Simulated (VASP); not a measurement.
# CdS (Imm2) in VASP: single point with r2SCAN

Aim: the single point of CdS with r2SCAN.

Program: VASP 6.6.1. These are calculated values, not measurements. Logs are shortened: lines on timing, memory, paths and dates and some standing lists are left out, and cuts for length are marked.

## 1. The cell of the first run

Symmetry: Imm2, No. 44, orthorhombic system. The conventional cell has a = 4.115 Å, b = 4.115 Å, c = 5.820 Å, α = 90.00°, β = 90.00°, γ = 90.00°. Within 3.1 Å of Cd (site symmetry mm2) lie 4 S at 2.36 to 2.70 Å. Within 3.1 Å of S (site symmetry mm2) lie 4 Cd at 2.36 to 2.70 Å.

## 2. Single point, r2SCAN (atom 2 (S) moved by (-0.300, +0.000) A along x and y)

Contents of POSCAR:

```
CdS
1.0
    0.0000000000      2.9100000000      2.9100000000
    2.9100000000      0.0000000000      2.9100000000
    2.9100000000      2.9100000000      0.0000000000
Cd S
1 1
Direct
    0.0000000000      0.0000000000      0.0000000000
    0.8015463918      0.6984536082      0.6984536082
```

Contents of INCAR.step1:

```
SYSTEM = CdS
ALGO     = Normal         ! electronic algorithm
EDIFF    = 1E-4           ! SCF threshold, eV
ENCUT    = 520            ! plane-wave cutoff, eV
GGA      = PE             ! functional
ISMEAR   = 0              ! smearing method
LASPH    = .TRUE.         ! aspherical terms in the spheres
LCHARG   = .FALSE.        ! write CHGCAR
LREAL    = .FALSE.        ! projectors in reciprocal space
LWAVE    = .TRUE.         ! write WAVECAR
NBANDS   = 16             ! bands
NELM     = 60             ! most SCF steps
PREC     = Accurate       ! precision mode
SIGMA    = 0.05           ! smearing width, eV
```

Contents of INCAR.step2:

```
SYSTEM = CdS
ALGO     = Normal         ! electronic algorithm
EDIFF    = 1E-6           ! SCF threshold, eV
ENCUT    = 520            ! plane-wave cutoff, eV
ISIF     = 2              ! what is computed and relaxed
ISMEAR   = 0              ! smearing method
ISTART   = 1            
LASPH    = .TRUE.         ! aspherical terms in the spheres
LCHARG   = .FALSE.        ! write CHGCAR
LMIXTAU  = .TRUE.       
LREAL    = .FALSE.        ! projectors in reciprocal space
LWAVE    = .FALSE.        ! write WAVECAR
METAGGA  = R2SCAN         ! meta-GGA
NBANDS   = 16             ! bands
NELM     = 60             ! most SCF steps
PREC     = Accurate       ! precision mode
SIGMA    = 0.05           ! smearing width, eV
```

Contents of KPOINTS:

```
k-points
0
G
  8 8 8
  0 0 0
```

Potentials or basis: VASP PAW PBE potentials, release 64 (Cd, S).

Command:

```bash
> cat potpaw_PBE.64/Cd/POTCAR potpaw_PBE.64/S/POTCAR > POTCAR
> cp INCAR.step1 INCAR
> mpirun -np 1 vasp_std > vasp.out
> cp INCAR.step2 INCAR
> mpirun -np 1 vasp_std > vasp.out
```

OUTCAR:

```text
SYSTEM = CdS
   EDIFF = 1E-6
   ENCUT = 520
   ISIF = 2
   ISMEAR = 0
   ISTART = 1
   LASPH = .TRUE.
   LREAL = .FALSE.
   METAGGA = R2SCAN
   NELM = 60
   PREC = Accurate

 ion  position               nearest neighbor table
   1  0.000  0.000  0.000-   2 2.36   2 2.36   2 2.70   2 2.70
   2  0.802  0.698  0.698-   1 2.36   1 2.36   1 2.70   1 2.70

  LATTYP: Found a face centered cubic cell.
 ALAT       =     5.8200000000

  Lattice vectors:

 A1 = (   0.0000000000,   2.9100000000,   2.9100000000)
 A2 = (   2.9100000000,   0.0000000000,   2.9100000000)
 A3 = (   2.9100000000,   2.9100000000,   0.0000000000)

Analysis of symmetry for initial positions (statically):
[... 5 lines left out ...]
 face centered cubic supercell.

 Subroutine GETGRP returns: Found  4 space group operations
 (whereof  4 operations were pure point group operations)
 out of a pool of 48 trial point group operations.

The static configuration has the point symmetry C_2v.

Analysis of symmetry for dynamics (positions and initial velocities):
[... 5 lines left out ...]
 face centered cubic supercell.

 Subroutine GETGRP returns: Found  4 space group operations
 (whereof  4 operations were pure point group operations)
 out of a pool of 48 trial point group operations.

The dynamic configuration has the point symmetry C_2v.

 Subroutine INISYM returns: Found  4 space group operations
 (whereof  4 operations are pure point group operations),
 and found     1 'primitive' translations

----------------------------------------------------------------------------------------

                                     Primitive cell

  volume of cell :      49.2843

  direct lattice vectors                    reciprocal lattice vectors
     0.000000000  2.910000000  2.910000000    -0.171821306  0.171821306  0.171821306
     2.910000000  0.000000000  2.910000000     0.171821306 -0.171821306  0.171821306
     2.910000000  2.910000000  0.000000000     0.171821306  0.171821306 -0.171821306

  length of vectors
     4.115361467  4.115361467  4.115361467     0.297603232  0.297603232  0.297603232

  position of ions in fractional coordinates (direct lattice)
     0.000000000  0.000000000  0.000000000
     0.801546392  0.698453608  0.698453608

  ion indices of the primitive-cell ions
   primitive index   ion index
                 1           1
                 2           2

----------------------------------------------------------------------------------------

 KPOINTS: k-points

Automatic generation of k-mesh.
[... 59 lines left out ...]
   ICHARG =      0    charge: 1-file 2-atom 10-const
   ISPIN  =      1    spin polarized calculation?
   LNONCOLLINEAR =      F non collinear calculations
   LSORBIT =      F    spin-orbit coupling
   LASPH  =      T    aspherical Exc in radial PAW
   ENCUT  =  520.0 eV  38.22 Ry    6.18 a.u.   7.65  7.65  7.65*2*pi/ulx,y,z
   NELM   =     60;   NELMIN=  2; NELMDL=  0     # of ELM steps
   EDIFF  = 0.1E-05   stopping-criterion for ELM
   LREAL  =      F    real-space projection
   EDIFFG = 0.1E-04   stopping-criterion for IOM
   NSW    =      0    number of steps for IOM
   IBRION =     -1    ionic relax: 0-MD 1-quasi-New 2-CG
   NFREE  =      0    steps in history (QN), initial steepest desc. (CG)
   ISIF   =      2    stress and relaxation
   ISYM   =      2    0-nonsym 1-usesym 2-fastsym
   POTIM  = 0.5000    time-step for ionic-motion
   TEBEG  =    0.0;   TEEND  =   0.0 temperature during run
   PSTRESS=    0.0 pullay stress
   NELECT =      18.0000    total number of electrons
   NUPDOWN=      -1.0000    fix difference up-down
   EMIN   =  10.00;   EMAX   =-10.00  energy-range for DOS
   EFERMI =   0.00;   METHOD = LEGACY
   ISMEAR =     0;   SIGMA  =   0.05  broadening in eV -4-tet -1-fermi 0-gaus
   EFERMI_NEDOS =   21; number of points for ismear=-14 and -15
   IALGO  =     38    algorithm
   IMIX   =      4    mixing-type and parameters
     AMIX     =   0.40;   BMIX     =  1.00
     AMIX_MAG =   1.60;   BMIX_MAG =  1.00
  volume/ion in A,a.u.               =      24.64       166.29
  Fermi-wavevector in a.u.,A,eV,Ry     =   1.170207  2.211371 18.631605  1.369384
  Thomas-Fermi vector in A             =   2.306669
   LORBIT       =      0    0 simple, 1 ext, 2 COOP (PROOUT), +10 PAW based schemes
   METAGGA = R2SCAN    functional components
   LHFCALC =     F    Hartree Fock is set to
   AEXX    =    0.0000 exact exchange contribution
   IVDW    =     0    specifies the selected vdW correction
   LEPSILON=     F    determine dielectric tensor
   LRPA    =     F    only Hartree local field effects (RPA)
 non-spin polarized calculation
 Gauss-broadening in eV      SIGMA  =   0.05
  energy-cutoff  :      520.00
  volume of cell :       49.28
 maximum number of plane-waves:      1363
   NGX = 15   NGY = 15   NGZ = 15

 number of electron      18.0000004 magnetization

 Free energy of the ion-electron system (eV)
  ---------------------------------------------------
  ext. energy  EPLUGINS =         0.00000000
  ---------------------------------------------------
  free energy    TOTEN  =       -29.43733258 eV

  energy without entropy =      -29.43733258  energy(sigma->0) =      -29.43733258

 E-fermi :   1.4249     XC(G=0):  -9.7613

 val. band max:        1.1867527973   @ k =   0.0000   0.0000   0.0000
 cond. band min:       2.8206847253   @ k =   0.0000   0.0000   0.0000
 fundamental gap:      1.6339319281
 Fermi energy:         1.4248585956

 k-point     1 :       0.0000    0.0000    0.0000
  band No.  band energies     occupation
      1     -11.9437      2.00000
      2      -7.2032      2.00000
      3      -6.9446      2.00000
      4      -6.7800      2.00000
      5      -6.4779      2.00000
      6      -6.4489      2.00000
[... 433 lines left out ...]
      3      -6.8363      2.00000
      4      -6.4827      2.00000
      5      -6.4142      2.00000
      6      -6.0607      2.00000
[... 8 lines left out ...]
     15      13.4125      0.00000
     16      14.5381      0.00000

 [... further k-points ...]
[... 5 lines left out ...]
  --------------------------------------------------------------------------------------
  -------------------------------------------------------------------------------------
  Total        0.7398216      1.7064504      1.7064504      0.0000000     -2.3580928      0.0000000
  in kB       24.0507499     55.4747414     55.4747414      0.0000000    -76.6588862      0.0000000
  external PRESSURE =      45.0000776 kB  Pullay stress =       0.0000000 kB

 VOLUME and BASIS-vectors are now :
 -----------------------------------------------------------------------------
  energy-cutoff  :      520.00
  volume of cell :       49.28
      direct lattice vectors                 reciprocal lattice vectors
     0.000000000  2.910000000  2.910000000    -0.171821306  0.171821306  0.171821306
     2.910000000  0.000000000  2.910000000     0.171821306 -0.171821306  0.171821306
     2.910000000  2.910000000  0.000000000     0.171821306  0.171821306 -0.171821306

 POSITION                                       TOTAL-FORCE (eV/Angst)
 -----------------------------------------------------------------------------------
      0.00000      0.00000      0.00000        -1.528628     -0.000000     -0.000000
      4.06500      4.36500      4.36500         1.528628      0.000000      0.000000
 -----------------------------------------------------------------------------------
    total drift:                               -0.000171     -0.000001     -0.000001

  FREE ENERGIE OF THE ION-ELECTRON SYSTEM (eV)
  ---------------------------------------------------
  free  energy   TOTEN  =       -29.4373325788 eV

  energy  without entropy=      -29.4373325788  energy(sigma->0) =      -29.43733258
```

OSZICAR.step1:

```text
N       E                     dE             d eps       ncg     rms          rms(c)
DAV:   1     0.108501269267E+03    0.10850E+03   -0.90290E+03  3112   0.103E+03
DAV:   2    -0.223978172693E+01   -0.11074E+03   -0.10463E+03  3712   0.253E+02
DAV:   3    -0.644192371795E+01   -0.42021E+01   -0.41949E+01  3784   0.514E+01
DAV:   4    -0.646775757721E+01   -0.25834E-01   -0.25831E-01  3928   0.395E+00
DAV:   5    -0.646810310341E+01   -0.34553E-03   -0.34552E-03  3720   0.432E-01    0.905E+00
DAV:   6    -0.590215016599E+01    0.56595E+00   -0.89706E-01  4528   0.124E+01    0.703E+00
DAV:   7    -0.587989919955E+01    0.22251E-01   -0.23311E-01  4016   0.333E+00    0.334E+00
DAV:   8    -0.587984591947E+01    0.53280E-04   -0.22835E-02  3664   0.194E+00    0.342E-01
DAV:   9    -0.587965092969E+01    0.19499E-03   -0.27220E-03  3832   0.800E-01    0.659E-02
DAV:  10    -0.587975786053E+01   -0.10693E-03   -0.29529E-04  3960   0.191E-01    0.678E-02
DAV:  11    -0.587983935756E+01   -0.81497E-04   -0.13567E-04  3536   0.944E-02
   1 F= -.58798394E+01 E0= -.58798394E+01  d E =-.266160E-17
```

It took 1.9 min on 1 thread of Intel Xeon Platinum 8559C (Emerald Rapids), shared host; peak memory 0.23 GiB.

What came out:

| Property | Result |
| --- | --- |
| Free energy | -29.4373 eV |
| Pressure | 4.5 GPa |
| Largest force | 1.529 eV/Å |
| Band gap on the k mesh | 1.63 eV, direct |

Forces on the atoms (eV/Å):
```
Cd  -1.529  0.000  0.000
S    1.529  0.000  0.000
```

Caveat: the cell differs from its parent crystal (atom 2 (S) moved by (-0.300, +0.000) A along x and y); the PAW data sets were made with another functional, which shifts forces and pressure a little.
